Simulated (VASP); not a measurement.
# SnTe (I4/mmm) in VASP: a series of runs

SnTe is run at these levels: LDA; tasks: electric field gradients.

Program: VASP 6.6.1. These are calculated values, not measurements. Logs are shortened: lines on timing, memory, paths and dates and some standing lists are left out, and cuts for length are marked.

## (1) The cell of the first run

The structure is tetragonal, space group I4/mmm (No. 139). Conventional cell: a = 4.553 Å, b = 4.553 Å, c = 6.313 Å, α = 90.00°, β = 90.00°, γ = 90.00°. Sn (site symmetry 4/mmm) has 6 Te at 3.16 to 3.22 Å within 4.2 Å. Within 4.2 Å of Te (site symmetry 4/mmm) lie 6 Sn at 3.16 to 3.22 Å.

## (2) Electric field gradients, LDA (equal xx and yy strain of +2 %)

INCAR

```
  PREC = Accurate
  ENCUT = 520
  EDIFF = 1E-8
  ISMEAR = -1
  SIGMA = 0.08
  LREAL = F
  LASPH = T
  NELM = 60
  ALGO = Normal
  ISIF = 2
  LWAVE = F
  LCHARG = F
  GGA = CA
  LEFG = T
  NBANDS = 17
```

KPOINTS

```
regular mesh
0
Gamma
  11 11 11
```

POSCAR

```
SnTe
1.0
    0.0000000000      3.2196300000      3.1565000000
    3.2196300000      0.0000000000      3.1565000000
    3.2196300000      3.2196300000      0.0000000000
Sn Te
1 1
Direct
    0.0000000000      0.0000000000      0.0000000000
    0.5000000000      0.5000000000      0.5000000000
```

Potentials or basis: VASP PAW LDA potentials, release 64 (Sn_d, Te).

Command:

```
$ cat potpaw_LDA.64/Sn_d/POTCAR potpaw_LDA.64/Te/POTCAR > POTCAR
$ mpirun -np 1 vasp_std > vasp.out
```

OUTCAR:

```text
PREC = Accurate
   ENCUT = 520
   EDIFF = 1E-8
   ISMEAR = -1
   LREAL = F
   LASPH = T
   NELM = 60
   ISIF = 2
   GGA = CA

 ion  position               nearest neighbor table
   1  0.000  0.000  0.000-   2 3.16   2 3.16   2 3.22   2 3.22   2 3.22   2 3.22
   2  0.500  0.500  0.500-   1 3.16   1 3.16   1 3.22   1 3.22   1 3.22   1 3.22

  LATTYP: Found a body centered tetragonal cell.
 ALAT       =     4.5532444118
 C/A-ratio  =     1.3864838847

  Lattice vectors:

 A1 = (   0.0000000000,  -3.2196300000,  -3.1565000000)
 A2 = (   0.0000000000,   3.2196300000,  -3.1565000000)
 A3 = (   3.2196300000,   0.0000000000,   3.1565000000)

Analysis of symmetry for initial positions (statically):
=====================================================================
 Subroutine PRICEL returns:
 Original cell was already a primitive cell.

 Routine SETGRP: Setting up the symmetry group for a
 body centered tetragonal supercell.

 Subroutine GETGRP returns: Found 16 space group operations
 (whereof 16 operations were pure point group operations)
 out of a pool of 16 trial point group operations.

The static configuration has the point symmetry D_4h.

Analysis of symmetry for dynamics (positions and initial velocities):
=====================================================================
 Subroutine PRICEL returns:
 Original cell was already a primitive cell.

 Routine SETGRP: Setting up the symmetry group for a
 body centered tetragonal supercell.

 Subroutine GETGRP returns: Found 16 space group operations
 (whereof 16 operations were pure point group operations)
 out of a pool of 16 trial point group operations.

The dynamic configuration has the point symmetry D_4h.

 Subroutine INISYM returns: Found 16 space group operations
 (whereof 16 operations are pure point group operations),
 and found     1 'primitive' translations

----------------------------------------------------------------------------------------

                                     Primitive cell

  volume of cell :      65.4407

  direct lattice vectors                    reciprocal lattice vectors
     0.000000000  3.219630000  3.156500000    -0.155297348  0.155297348  0.158403295
     3.219630000  0.000000000  3.156500000     0.155297348 -0.155297348  0.158403295
     3.219630000  3.219630000  0.000000000     0.155297348  0.155297348 -0.158403295

  length of vectors
     4.508825744  4.508825744  4.553244412     0.270787991  0.270787991  0.270787991

  position of ions in fractional coordinates (direct lattice)
     0.000000000  0.000000000  0.000000000
     0.500000000  0.500000000  0.500000000

  ion indices of the primitive-cell ions
   primitive index   ion index
                 1           1
                 2           2

----------------------------------------------------------------------------------------

 KPOINTS: regular mesh

Automatic generation of k-mesh.
 Grid dimensions read from file:
 generate k-points for:   11   11   11

 Generating k-lattice:

  Cartesian coordinates                     Fractional coordinates (reciprocal lattice)
    -0.014117941  0.014117941  0.014400300     0.090909091  0.000000000  0.000000000
     0.014117941 -0.014117941  0.014400300     0.000000000  0.090909091  0.000000000
     0.014117941  0.014117941 -0.014400300     0.000000000  0.000000000  0.090909091

  Length of vectors
     0.024617090  0.024617090  0.024617090

  Shift w.r.t. Gamma in fractional coordinates (k-lattice)
     0.000000000  0.000000000  0.000000000

 Subroutine IBZKPT returns following result:
 ===========================================

 Found    126 irreducible k-points:

 Following reciprocal coordinates:
            Coordinates               Weight
  0.000000  0.000000  0.000000      1.000000
  0.090909  0.000000  0.000000      8.000000
  0.181818  0.000000  0.000000      8.000000
  0.272727  0.000000  0.000000      8.000000
  0.363636  0.000000  0.000000      8.000000
  0.454545  0.000000  0.000000      8.000000
[... 16 lines left out ...]
 -0.272727  0.181818  0.000000      8.000000
 -0.181818  0.181818  0.000000      4.000000
 [... further k-points ...]
   k-points           NKPTS =    126   k-points in BZ     NKDIM =    126   number of bands    NBANDS=     17
   number of dos      NEDOS =    301   number of ions     NIONS =      2
   total plane-waves  NPLWV =  46656
   dimension x,y,z NGX =    36 NGY =   36 NGZ =   36
   dimension x,y,z NGXF=    72 NGYF=   72 NGZF=   72
   ions per type =               1   1
   NGX,Y,Z   is equivalent  to a cutoff of  13.27, 13.27, 13.14 a.u.
   NGXF,Y,Z  is equivalent  to a cutoff of  26.55, 26.55, 26.29 a.u.
 SYSTEM =  unknown system
   PREC   = accura    normal or accurate (medium, high low for compatibility)
   ISTART =      0    job   : 0-new  1-cont  2-samecut
   ICHARG =      2    charge: 1-file 2-atom 10-const
   ISPIN  =      1    spin polarized calculation?
   LNONCOLLINEAR =      F non collinear calculations
   LSORBIT =      F    spin-orbit coupling
   LASPH  =      T    aspherical Exc in radial PAW
   ENCUT  =  520.0 eV  38.22 Ry    6.18 a.u.   8.38  8.38  8.47*2*pi/ulx,y,z
   NELM   =     60;   NELMIN=  2; NELMDL= -5     # of ELM steps
   EDIFF  = 0.1E-07   stopping-criterion for ELM
   LREAL  =      F    real-space projection
   EDIFFG = 0.1E-06   stopping-criterion for IOM
   NSW    =      0    number of steps for IOM
   IBRION =     -1    ionic relax: 0-MD 1-quasi-New 2-CG
   NFREE  =      0    steps in history (QN), initial steepest desc. (CG)
   ISIF   =      2    stress and relaxation
   ISYM   =      2    0-nonsym 1-usesym 2-fastsym
   POTIM  = 0.5000    time-step for ionic-motion
   TEBEG  =    0.0;   TEEND  =   0.0 temperature during run
   PSTRESS=    0.0 pullay stress
   NELECT =      20.0000    total number of electrons
   NUPDOWN=      -1.0000    fix difference up-down
   EMIN   =  10.00;   EMAX   =-10.00  energy-range for DOS
   EFERMI =   0.00;   METHOD = LEGACY
   ISMEAR =    -1;   SIGMA  =   0.08  broadening in eV -4-tet -1-fermi 0-gaus
   EFERMI_NEDOS =   21; number of points for ismear=-14 and -15
   IALGO  =     38    algorithm
   IMIX   =      4    mixing-type and parameters
     AMIX     =   0.40;   BMIX     =  1.00
     AMIX_MAG =   1.60;   BMIX_MAG =  1.00
  volume/ion in A,a.u.               =      32.72       220.81
  Fermi-wavevector in a.u.,A,eV,Ry     =   1.102729  2.083856 16.544847  1.216012
  Thomas-Fermi vector in A             =   2.239177
   LORBIT       =      0    0 simple, 1 ext, 2 COOP (PROOUT), +10 PAW based schemes
   GGA     = CA    functional components
   LHFCALC =     F    Hartree Fock is set to
   AEXX    =    0.0000 exact exchange contribution
   IVDW    =     0    specifies the selected vdW correction
   LEPSILON=     F    determine dielectric tensor
   LRPA    =     F    only Hartree local field effects (RPA)
 non-spin polarized calculation
  energy-cutoff  :      520.00
  volume of cell :       65.44
 maximum number of plane-waves:      1785
 NGX is ok and might be reduce to    36
   NGX = 17   NGY = 17   NGZ = 17

 number of electron      20.0000005 magnetization

 Free energy of the ion-electron system (eV)
  ---------------------------------------------------
  ext. energy  EPLUGINS =         0.00000000
  ---------------------------------------------------
  free energy    TOTEN  =        -8.77739737 eV

  energy without entropy =       -8.77586095  energy(sigma->0) =       -8.77662916

 E-fermi :   6.1368     XC(G=0):  -9.5438

 val. band max:        5.9593676415   @ k =   0.4545   0.0000   0.0000
 cond. band min:       6.3561390279   @ k =   0.4545   0.0000   0.0000
 fundamental gap:      0.3967713864
 Fermi energy:         6.1367728522

 k-point     1 :       0.0000    0.0000    0.0000
  band No.  band energies     occupation
      1     -15.5977      2.00000
      2     -15.5914      2.00000
      3     -15.5905      2.00000
      4     -15.5854      2.00000
      5     -15.5854      2.00000
      6      -6.3158      2.00000
[... 9 lines left out ...]
     16      11.1242      0.00000
     17      12.9285      0.00000
[... 441 lines left out ...]
 k-point    24 :      -0.1818    0.1818    0.0000
  band No.  band energies     occupation
      1     -15.6001      2.00000
      2     -15.5936      2.00000
      3     -15.5871      2.00000
      4     -15.5840      2.00000
      5     -15.5825      2.00000
      6      -5.6898      2.00000
[... 9 lines left out ...]
     16      14.0443      0.00000
     17      14.3591      0.00000

 [... further k-points ...]

------------------------ aborting loop because EDIFF is reached ----------------------------------------

  FORCE on cell =-STRESS in cart. coord.  units (eV):
  Direction    XX          YY          ZZ          XY          YZ          ZX
  --------------------------------------------------------------------------------------
  -------------------------------------------------------------------------------------
  Total       -1.5877797     -1.5877797     -0.7139250      0.0000000      0.0000000      0.0000000
  in kB      -38.8734520    -38.8734520    -17.4789548      0.0000000      0.0000000      0.0000000
  external PRESSURE =     -31.7419529 kB  Pullay stress =       0.0000000 kB

 VOLUME and BASIS-vectors are now :
 -----------------------------------------------------------------------------
  energy-cutoff  :      520.00
  volume of cell :       65.44
      direct lattice vectors                 reciprocal lattice vectors
     0.000000000  3.219630000  3.156500000    -0.155297348  0.155297348  0.158403295
     3.219630000  0.000000000  3.156500000     0.155297348 -0.155297348  0.158403295
     3.219630000  3.219630000  0.000000000     0.155297348  0.155297348 -0.158403295

 POSITION                                       TOTAL-FORCE (eV/Angst)
 -----------------------------------------------------------------------------------
      0.00000      0.00000      0.00000         0.000000     -0.000000      0.000000
      3.21963      3.21963      3.15650        -0.000000      0.000000      0.000000
 -----------------------------------------------------------------------------------
    total drift:                               -0.000000      0.000000      0.000000

  FREE ENERGIE OF THE ION-ELECTRON SYSTEM (eV)
  ---------------------------------------------------
  free  energy   TOTEN  =        -8.7773973707 eV

  energy  without entropy=       -8.7758609528  energy(sigma->0) =       -8.77662916

 Electric field gradients (V/A^2)
---------------------------------------------------------------------
 ion       V_xx      V_yy      V_zz      V_xy      V_xz      V_yz
---------------------------------------------------------------------
   1      15.007    15.007   -30.013    -0.001    -0.002    -0.002
   2       3.499     3.499    -6.997    -0.000    -0.000    -0.000
---------------------------------------------------------------------

 Electric field gradients after diagonalization (V/A^2)
 (convention: |V_zz| > |V_xx| > |V_yy|)
----------------------------------------------------------------------
 ion       V_xx      V_yy      V_zz     asymmetry (V_yy - V_xx)/ V_zz
----------------------------------------------------------------------
   1      15.007    15.006   -30.013       0.000
   2       3.499     3.499    -6.997       0.000
----------------------------------------------------------------------

           NMR quadrupolar parameters

 Cq : quadrupolar parameter    Cq=e*Q*V_zz/h
 eta: asymmetry parameters     (V_yy - V_xx)/ V_zz
 Q  : nuclear electric quadrupole moment in mb (millibarn)
----------------------------------------------------------------------
 ion       Cq(MHz)       eta       Q (mb)
----------------------------------------------------------------------
   1      -0.073       0.000       1.000
   2      -0.017       0.000       1.000
----------------------------------------------------------------------
```

It took 56 s on 1 thread of Intel Xeon 6975P-C (Granite Rapids), shared host; peak memory 0.27 GiB.

What came out:

- Free energy: -8.7774 eV
- Pressure: -3.2 GPa
- Band gap on the k mesh: 0.40 eV
- Largest electric field gradient by atom: Sn -30.0; Te -7.0 V/Å²

Stress tensor (GPa, compression positive):
```
-3.89  0.00  0.00
 0.00 -3.89  0.00
 0.00  0.00 -1.75
```

Electric field gradients, principal values (V/Å²):
```
atom   least  middle  greatest (by size)
1 Sn  15.006  15.007             -30.013
2 Te   3.499   3.499              -6.997
```

Caveat: the cell differs from its parent crystal (equal xx and yy strain of +2 %); the cell stands under tension; without QUAD_EFG the Cq values of the log hold for a quadrupole moment of 1 mb, not for the nuclei; spin-orbit coupling is left out, which moves the levels of the heavy elements; an odd mesh through Γ misses points on the zone boundary, where band edges can lie.

(Continued in part 2 of 3.)
